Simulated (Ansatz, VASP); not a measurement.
# Tl: VASP beside Ansatz

INCAR

```
PREC = Accurate ; ENCUT = 520
EDIFF = 1E-8 ; ISMEAR = -1
SIGMA = 0.05 ; LREAL = F
LASPH = T ; NELM = 60
ALGO = Normal ; ISIF = 2
LWAVE = F ; LCHARG = F
LEFG = T ; NBANDS = 12
```

Contents of KPOINTS:

```
Automatic mesh
0
Gamma
  13 13 13
```

POSCAR

```
Tl
1.0
   -1.9790684883      1.9790684883      1.9790684883
    1.9790684883     -1.9790684883      1.9790684883
    1.9790684883      1.9790684883     -1.9790684883
Tl
1
Direct
    0.0000000000      0.0000000000      0.0000000000
```

Input for Ansatz:

```yaml
crystal:
  lattice:
    - [-1.9790684883, 1.9790684883, 1.9790684883]
    - [1.9790684883, -1.9790684883, 1.9790684883]
    - [1.9790684883, 1.9790684883, -1.9790684883]
  atoms:
    - { symbol: Tl, position: [0.0, 0.0, 0.0] }
kpoints:
  mp_grid: { grid: [13, 13, 13] }
scf:
  occupations: { method: fermi_dirac, width: 0.05 }
hamiltonian:
  xc: lda
  pseudopotentials: { kind: paw }
output:
  forces: true
  stress: true
  eigenvalues: true
  efg: { contact_densities: true }
```

Change from the starting cell: volume scaled by 1.06, PAW files.

Alike in both runs: task electric field gradients; functional LDA; k mesh 13 × 13 × 13; occupations fermi-dirac, width 0.05 eV; no spin polarisation.

|  | VASP | Ansatz |
| --- | --- | --- |
| version | VASP 6.6.1 | Ansatz 0.2.0 |
| potentials or method | VASP PAW LDA potentials, release 64 (Tl_d) | PAW with Ansatz's default frozen-core files, scalar-relativistic |
| plane-wave cutoff (eV) | 520 | 420 |
| valence electrons in the cell | 13 | 13 |

```tsv
	VASP	Ansatz	Ansatz less VASP
pressure (GPa)	-3.9	-3.9	-0.01
```

LDA's correlation is that of Perdew and Zunger in VASP and of Perdew and Wang (1992) in Ansatz.

Neither program's run includes spin-orbit coupling.
